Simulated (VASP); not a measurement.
Input of a VASP 6.6.1 run:

File INCAR:

```
  ALGO = Normal
  EDIFF = 1E-7
  ENCUT = 520
  GGA = PE
  ISIF = 2
  ISMEAR = -1
  LASPH = True
  LCHARG = False
  LREAL = Auto
  LWAVE = False
  NBANDS = 76
  NELM = 80
  PREC = Accurate
  SIGMA = 0.05
```

File KPOINTS:

```
k-points
0
Gamma
  2 2 1
```

Contents of POSCAR:

```
H10C21F2
1.0
    5.0487420000      0.0000000000      0.0000000000
    0.0000000000      5.0487420000      0.0000000000
    0.0000000000      0.0000000000     15.8355610000
H C F
10 21 2
Direct
    0.4277868000      0.0000000000      0.0631490000
    0.0722132000      0.0000000000      0.0631490000
    0.9277868000      0.0000000000      0.0631490000
    0.5722132000      0.0000000000      0.0631490000
    0.4277868000      0.5000000000      0.0631490000
    0.0722132000      0.5000000000      0.0631490000
    0.9277868000      0.5000000000      0.0631490000
    0.5722132000      0.5000000000      0.0631490000
    0.2521235082      0.4892205686      0.3891205092
    0.7456023197      0.5032380096      0.3879030060
    0.2500000000      0.0000000000      0.1032297000
    0.7500000000      0.0000000000      0.1032297000
    0.2500000000      0.5000000000      0.1032297000
    0.7500000000      0.5000000000      0.1032297000
    0.2500000000      0.2500000000      0.1595902000
    0.7500000000      0.2500000000      0.1595902000
    0.2500000000      0.7500000000      0.1595902000
    0.7500000000      0.7500000000      0.1595902000
   -0.0015899607      0.2522769510      0.2120949357
    0.5001298399      0.2514566003      0.2116721864
    0.0005373130      0.7496622804      0.2204023348
    0.5001999556      0.7497423203      0.2202834620
    0.0033493673      0.0138012797      0.2739765656
    0.5007298297      0.0133589567      0.2738346648
   -0.0007472897      0.4848145203      0.2735928962
    0.5003069299      0.4841242929      0.2730842695
    0.2509747974      0.0957648466      0.3177827849
    0.7508649971      0.0873567437      0.3267323151
    0.2502554239      0.4109131080      0.3246321313
    0.7490344893      0.4183888002      0.3244210424
    0.7623200944     -0.0205415595      0.4156949221
    1.0122079591     -0.1017103432      0.4346951819
    0.6879776183      0.1563898562      0.4760707743
```

Potentials or basis: VASP PAW PBE potentials, release 64 (H, C, F).

Command:

```bash
$ cat potpaw_PBE.64/H/POTCAR potpaw_PBE.64/C/POTCAR potpaw_PBE.64/F/POTCAR > POTCAR
$ mpirun -np 1 vasp_std > vasp.out
```

Task: What does it give for the largest force?

Result: 8.956 eV/Å.

Task: What does it give for the band gap on the k mesh?

Result: 0.48 eV.

Forces on the atoms (eV/Å):
```
H   -8.943 -0.046  0.057
H    8.956 -0.037  0.053
H   -8.951 -0.046  0.050
H    8.948 -0.037  0.064
H   -8.941  0.029  0.068
H    8.917  0.042  0.059
H   -8.927  0.033  0.036
H    8.955  0.048  0.042
H    0.002  0.006  0.015
H    0.000 -0.001  0.016
C   -0.022 -0.128  1.005
C    0.047 -0.139  1.016
C    0.005  0.151  1.039
C   -0.001  0.148  0.993
C   -0.096 -0.091 -2.767
C   -0.013 -0.046 -2.892
C    0.027  0.046  0.499
C    0.040  0.066  0.538
C    0.000 -0.011 -0.008
C    0.002 -0.008 -0.007
C   -0.005 -0.001  0.015
C   -0.002  0.002  0.010
C   -0.029 -0.029 -0.005
C    0.015 -0.031 -0.013
C    0.001  0.027 -0.001
C   -0.002  0.035  0.010
C    0.004  0.006  0.036
C    0.000  0.005  0.001
C    0.006  0.007  0.023
C    0.002  0.008  0.018
C   -0.233 -0.122 -0.309
F    0.334 -0.105  0.086
F   -0.095  0.221  0.252
```

Caveat: the k points lie up to 0.62 Å⁻¹ apart.
